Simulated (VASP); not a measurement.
# C in VASP: further runs

The runs below take C through single point, with PBE+D3(BJ).

Everything below comes from runs of VASP 6.6.1. Logs are shortened: lines on timing, memory, paths and dates and some standing lists are left out, and cuts for length are marked.

## (1) The cell of the first run

The cell holds a slab with vacuum, 2 atoms: a = 2.471 Å, b = 2.471 Å, c = 26.002 Å, α = 90.00°, β = 90.00°, γ = 120.00°.

## (2) Single point, PBE+D3(BJ)

Input file INCAR:

```
SYSTEM = C
ALGO     = Normal         ! electronic algorithm
DIPOL    = 0.5 0.5 0.500
EDIFF    = 1E-6           ! SCF threshold, eV
ENCUT    = 520            ! plane-wave cutoff, eV
GGA      = PE             ! functional
IDIPOL   = 3            
ISIF     = 2              ! what is computed and relaxed
ISMEAR   = 0              ! smearing method
IVDW     = 12             ! dispersion correction
LASPH    = .True.         ! aspherical terms in the spheres
LCHARG   = .False.        ! write CHGCAR
LDIPOL   = .True.       
LREAL    = .False.        ! projectors in reciprocal space
LWAVE    = .False.        ! write WAVECAR
NBANDS   = 11             ! bands
NELM     = 80             ! most SCF steps
PREC     = Accurate       ! precision mode
SIGMA    = 0.1            ! smearing width, eV
```

Input file KPOINTS:

```
k-points
0
Gamma
  21 21 1
  0 0 0
```

Input file POSCAR:

```
C
1.0
    2.4710000000      0.0000000000      0.0000000000
   -1.2355000000      2.1399487728      0.0000000000
    0.0000000000      0.0000000000     26.0024170307
C
2
Direct
    0.6666666667      0.3333333333      0.5164792373
    0.3333333333      0.6666666667      0.4835207627
```

Potentials or basis: VASP PAW PBE potentials, release 64 (C).

Launch:

```console
$ cat potpaw_PBE.64/C/POTCAR > POTCAR
$ mpirun -np 1 vasp_std > vasp.out
```

OUTCAR:

```text
SYSTEM = C
   EDIFF = 1E-6
   ENCUT = 520
   GGA = PE
   ISIF = 2
   ISMEAR = 0
   IVDW = 12
   LASPH = .True.
   LREAL = .False.
   NELM = 80
   PREC = Accurate
 IVDW          = 12

 ion  position               nearest neighbor table
   1  0.667  0.333  0.516-   2 1.66   2 1.66   2 1.66
   2  0.333  0.667  0.484-   1 1.66   1 1.66   1 1.66

  LATTYP: Found a hexagonal cell.
 ALAT       =     2.4710000000
 C/A-ratio  =    10.5230340068

  Lattice vectors:

 A1 = (   2.4710000000,   0.0000000000,   0.0000000000)
 A2 = (  -1.2355000000,   2.1399487728,   0.0000000000)
 A3 = (   0.0000000000,   0.0000000000,  26.0024170307)

Analysis of symmetry for initial positions (statically):
=====================================================================
 Subroutine PRICEL returns:
 Original cell was already a primitive cell.

 Routine SETGRP: Setting up the symmetry group for a
 hexagonal supercell.

 Subroutine GETGRP returns: Found 12 space group operations
 (whereof 12 operations were pure point group operations)
 out of a pool of 24 trial point group operations.

The static configuration has the point symmetry D_3d.

Analysis of symmetry for dynamics (positions and initial velocities):
=====================================================================
 Subroutine PRICEL returns:
 Original cell was already a primitive cell.

 Routine SETGRP: Setting up the symmetry group for a
 hexagonal supercell.

 Subroutine GETGRP returns: Found 12 space group operations
 (whereof 12 operations were pure point group operations)
 out of a pool of 24 trial point group operations.

The dynamic configuration has the point symmetry D_3d.

 Subroutine INISYM returns: Found 12 space group operations
 (whereof 12 operations are pure point group operations),
 and found     1 'primitive' translations

----------------------------------------------------------------------------------------

                                     Primitive cell

  volume of cell :     137.4959

  direct lattice vectors                    reciprocal lattice vectors
     2.471000000  0.000000000  0.000000000     0.404694456  0.233650453  0.000000000
    -1.235500000  2.139948773  0.000000000     0.000000000  0.467300906  0.000000000
     0.000000000  0.000000000 26.002417031     0.000000000  0.000000000  0.038457963

  length of vectors
     2.471000000  2.471000000 26.002417031     0.467300906  0.467300906  0.038457963

  position of ions in fractional coordinates (direct lattice)
     0.666666667  0.333333333  0.516479237
     0.333333333  0.666666667  0.483520763

  ion indices of the primitive-cell ions
   primitive index   ion index
                 1           1
                 2           2
[... 89 lines left out ...]
   IALGO  =     38    algorithm
   IMIX   =      4    mixing-type and parameters
     AMIX     =   0.40;   BMIX     =  1.00
     AMIX_MAG =   1.60;   BMIX_MAG =  1.00
  volume/ion in A,a.u.               =      68.75       463.93
  Fermi-wavevector in a.u.,A,eV,Ry     =   0.634368  1.198782  5.475301  0.402423
  Thomas-Fermi vector in A             =   1.698340
   LORBIT       =      0    0 simple, 1 ext, 2 COOP (PROOUT), +10 PAW based schemes
   GGA     = PE    functional components
   LHFCALC =     F    Hartree Fock is set to
   AEXX    =    0.0000 exact exchange contribution
   IVDW    =    12    specifies the selected vdW correction
   LEPSILON=     F    determine dielectric tensor
   LRPA    =     F    only Hartree local field effects (RPA)
 non-spin polarized calculation
 Gauss-broadening in eV      SIGMA  =   0.10
  energy-cutoff  :      520.00
  volume of cell :      137.50
 maximum number of plane-waves:      3752
   NGX =  9   NGY =  9   NGZ = 97

 number of electron       7.9999999 magnetization

 dipolmoment           0.000000      0.000000     -0.000000 electrons x Angstroem

 Free energy of the ion-electron system (eV)
  ---------------------------------------------------
  ext. energy  EPLUGINS =         0.00000000
  ---------------------------------------------------
  free energy    TOTEN  =       -12.72371076 eV

  energy without entropy =      -12.71774163  energy(sigma->0) =      -12.72072620

 E-fermi :  -4.1566     XC(G=0):  -1.8894

 val. band max:       -4.1626483166   @ k =   0.4286   0.0476   0.0000
 cond. band min:      -4.1484627767   @ k =   0.0952   0.0000   0.0000
 fundamental gap:      0.0141855399
 Fermi energy:        -4.1565928470

 k-point     1 :       0.0000    0.0000    0.0000
  band No.  band energies     occupation
      1     -21.3950      2.00000
      2     -11.0737      2.00000
      3      -4.3232      1.98153
      4      -2.5864      0.00000
      5      -2.5864      0.00000
      6       0.8871      0.00000
      7       1.1203      0.00000
      8       1.4644      0.00000
      9       1.7415      0.00000
     10       2.5162      0.00000
     11       2.9692      0.00000
[... 309 lines left out ...]
 k-point    24 :       0.1905    0.0952    0.0000
  band No.  band energies     occupation
      1     -19.7811      2.00000
      2      -9.5125      2.00000
      3      -7.5934      2.00000
      4      -5.2044      2.00000
      5      -3.3525      0.00000
      6       2.6388      0.00000
      7       2.9331      0.00000
      8       3.3199      0.00000
      9       3.6770      0.00000
     10       3.8135      0.00000
     11       4.5405      0.00000

 [... further k-points ...]

------------------------ aborting loop because EDIFF is reached ----------------------------------------

 vacuum level on the upper side and lower side of the slab       (xc-potential included)        -0.008        -0.008

 Edisp (eV)   -0.17812

 E8    (eV) :    -0.0556

  FORCE on cell =-STRESS in cart. coord.  units (eV):
  Direction    XX          YY          ZZ          XY          YZ          ZX
  --------------------------------------------------------------------------------------
  -------------------------------------------------------------------------------------
  Total       0.46678     0.46678    -8.28758     0.00000     0.00000     0.00000
  in kB       5.43918     5.43918   -96.57135     0.00000     0.00000     0.00000
  external pressure =      -28.56 kB  Pullay stress =        0.00 kB

 VOLUME and BASIS-vectors are now :
 -----------------------------------------------------------------------------
  energy-cutoff  :      520.00
  volume of cell :      137.50
      direct lattice vectors                 reciprocal lattice vectors
     2.471000000  0.000000000  0.000000000     0.404694456  0.233650453  0.000000000
    -1.235500000  2.139948773  0.000000000     0.000000000  0.467300906  0.000000000
     0.000000000  0.000000000 26.002417031     0.000000000  0.000000000  0.038457963

 POSITION                                       TOTAL-FORCE (eV/Angst)
 -----------------------------------------------------------------------------------
      1.23550      0.71332     13.42971         0.000000      0.000000     -9.658341
     -0.00000      1.42663     12.57271        -0.000000      0.000000      9.658341
 -----------------------------------------------------------------------------------
    total drift:                                0.000000     -0.000000     -0.000000

  FREE ENERGIE OF THE ION-ELECTRON SYSTEM (eV)
  ---------------------------------------------------
  free  energy   TOTEN  =       -12.9018280072 eV

  energy  without entropy=      -12.8958588741  energy(sigma->0) =      -12.89884344

 vacuum level on the upper side and lower side of the slab         1.222         1.222
```

stdout:

```text
POSCAR found type information on POSCAR C
 POSCAR found :  1 types and       2 ions
 scaLAPACK will be used
 LDA part: xc-table for (Slater+PW92), standard interpolation
 POSCAR, INCAR and KPOINTS ok, starting setup
 FFT: planning ... GRIDC
 FFT: planning ... GRID_SOFT
 FFT: planning ... GRID
 WAVECAR not read
 entering main loop
```

Run time: 95 s. Hardware: 1 thread of AMD EPYC 7R43 (Zen 3), shared host; peak memory 0.23 GiB.

What came out:

```
Free energy                : -12.9018 eV
Largest force              : 9.658 eV/Å
Band gap on the k mesh     : zero (band 4 reaches -2.59 eV, above the bottom of band 5 at -4.73 eV)
Dispersion energy per atom : -0.089 eV
```

Forces on the atoms (eV/Å):
```
C    0.000  0.000 -9.658
C    0.000  0.000  9.658
```

Levels at points of the mesh, in eV from the Fermi level:
```
           k point  band 2  band 3  band 4  band 5  band 6  band 7
(0.00, 0.00, 0.00)   -6.92   -0.17    1.57    1.57    5.04    5.28
```

## (3) Single point, PBE+D3(BJ)

This run uses another cell than the first one, of 76.94 Å³/atom, 1.119 times its volume.

Input file INCAR:

```
SYSTEM = C
  PREC = Accurate
  ENCUT = 520
  EDIFF = 1E-7
  ISMEAR = 0
  SIGMA = 0.1
  LREAL = .FALSE.
  LASPH = .TRUE.
  NELM = 100
  ALGO = Normal
  ISIF = 2
  LWAVE = .FALSE.
  LCHARG = .FALSE.
  LDIPOL = .TRUE.
  IDIPOL = 3
  DIPOL = 0.5 0.5 0.500
  GGA = PE
  IVDW = 12
  NBANDS = 11
```

Input file KPOINTS:

```
regular mesh
0
G
  21 21 1
  0 0 0
```

Input file POSCAR:

```
C
1.0
    2.6140000000      0.0000000000      0.0000000000
   -1.3070000000      2.2637904055      0.0000000000
    0.0000000000      0.0000000000     26.0024170307
C
2
Direct
    0.6666666667      0.3333333333      0.5164792373
    0.3333333333      0.6666666667      0.4835207627
```

Potentials or basis: VASP PAW PBE potentials, release 64 (C).

Launch:

```console
$ cat potpaw_PBE.64/C/POTCAR > POTCAR
$ mpirun -np 1 vasp_std > vasp.out
```

OUTCAR:

```text
SYSTEM = C
   PREC = Accurate
   ENCUT = 520
   EDIFF = 1E-7
   ISMEAR = 0
   LREAL = .FALSE.
   LASPH = .TRUE.
   NELM = 100
   ISIF = 2
   GGA = PE
   IVDW = 12
 IVDW          = 12

 ion  position               nearest neighbor table
   1  0.667  0.333  0.516-   2 1.74   2 1.74   2 1.74
   2  0.333  0.667  0.484-   1 1.74   1 1.74   1 1.74

  LATTYP: Found a hexagonal cell.
 ALAT       =     2.6140000000
 C/A-ratio  =     9.9473668824

  Lattice vectors:

[... 529 lines left out ...]

 vacuum level on the upper side and lower side of the slab       (xc-potential included)        -0.009        -0.009

 Edisp (eV)   -0.16308

 E8    (eV) :    -0.0511

  FORCE on cell =-STRESS in cart. coord.  units (eV):
  Direction    XX          YY          ZZ          XY          YZ          ZX
  --------------------------------------------------------------------------------------
  -------------------------------------------------------------------------------------
  Total      -2.69385    -2.69385    -8.37049     0.00000     0.00000    -0.00000
  in kB     -28.04967   -28.04967   -87.15770     0.00000     0.00000    -0.00000
  external pressure =      -47.75 kB  Pullay stress =        0.00 kB

 VOLUME and BASIS-vectors are now :
 -----------------------------------------------------------------------------
  energy-cutoff  :      520.00
  volume of cell :      153.87
      direct lattice vectors                 reciprocal lattice vectors
     2.614000000  0.000000000  0.000000000     0.382555471  0.220868504  0.000000000
    -1.307000000  2.263790405  0.000000000     0.000000000  0.441737008  0.000000000
     0.000000000  0.000000000 26.002417031     0.000000000  0.000000000  0.038457963

 POSITION                                       TOTAL-FORCE (eV/Angst)
 -----------------------------------------------------------------------------------
      1.30700      0.75460     13.42971         0.000000     -0.000000     -9.756508
     -0.00000      1.50919     12.57271        -0.000000      0.000000      9.756508
 -----------------------------------------------------------------------------------
    total drift:                                0.000000      0.000000     -0.000000

  FREE ENERGIE OF THE ION-ELECTRON SYSTEM (eV)
  ---------------------------------------------------
  free  energy   TOTEN  =       -12.7762705250 eV

  energy  without entropy=      -12.7680294959  energy(sigma->0) =      -12.77215001

 vacuum level on the upper side and lower side of the slab         1.087         1.087
```

stdout:

```text
POSCAR found type information on POSCAR C
 POSCAR found :  1 types and       2 ions
 scaLAPACK will be used
 LDA part: xc-table for (Slater+PW92), standard interpolation
 POSCAR, INCAR and KPOINTS ok, starting setup
 FFT: planning ... GRIDC
 FFT: planning ... GRID_SOFT
 FFT: planning ... GRID
 WAVECAR not read
 entering main loop
```

Wall time 59 s (1 thread of Intel Xeon 6975P-C (Granite Rapids), shared host); peak memory 0.28 GiB.

Results:

* Free energy: -12.7763 eV
* Largest force: 9.757 eV/Å
* Band gap on the k mesh: zero (band 4 reaches -3.26 eV, above the bottom of band 5 at -4.92 eV)
* Dispersion energy per atom: -0.082 eV

Forces on the atoms (eV/Å):
```
C    0.000  0.000 -9.757
C    0.000  0.000  9.757
```

## (4) Single point, PBE+D3(BJ)

This run uses another cell than the first one, of 76.94 Å³/atom, 1.119 times its volume.

Input file INCAR:

```
ALGO = Normal
DIPOL = 0.5 0.5 0.500
EDIFF = 1E-7
ENCUT = 520
GGA = PE
IDIPOL = 3
ISIF = 2
ISMEAR = 0
IVDW = 12
LASPH = True
LCHARG = False
LDIPOL = True
LREAL = False
LWAVE = False
NBANDS = 11
NELM = 60
PREC = Accurate
SIGMA = 0.1
```

Input file KPOINTS:

```
k-points
0
Gamma
  21 21 1
```

Input file POSCAR:

```
C
1.0
    2.6140000000      0.0000000000      0.0000000000
   -1.3070000000      2.2637904055      0.0000000000
    0.0000000000      0.0000000000     26.0024170307
C
2
Direct
    0.6666666667      0.3333333333      0.5027497444
    0.3333333333      0.6666666667      0.4972502556
```

Launch:

```console
$ cat potpaw_PBE.64/C/POTCAR > POTCAR
$ mpirun -np 1 vasp_std > vasp.out
```

It took 63 s on 1 thread of Intel Xeon 6975P-C (Granite Rapids), shared host; peak memory 0.28 GiB.

The run converged. Its results:

```yaml
Free_energy: -18.0406 eV
Largest_force: 2.300 eV/Å
Band_gap_on_the_k_mesh: zero (filled and empty bands touch)
Dispersion_energy_per_atom: -0.082 eV
```

Forces in eV/Å, atoms in the order of the input:
```
C    0.000  0.000 -2.300
C    0.000  0.000  2.300
```

Levels at points of the mesh, in eV from the Fermi level:
| k point | band 1 | band 2 | band 3 | band 4 | band 5 | band 6 | band 7 | band 8 | band 9 |
| --- | --- | --- | --- | --- | --- | --- | --- | --- | --- |
| (0.00, 0.00, 0.00) | -18.06 | -6.43 | -2.87 | -2.87 | 3.70 | 4.56 | 4.83 | 5.30 | 5.55 |
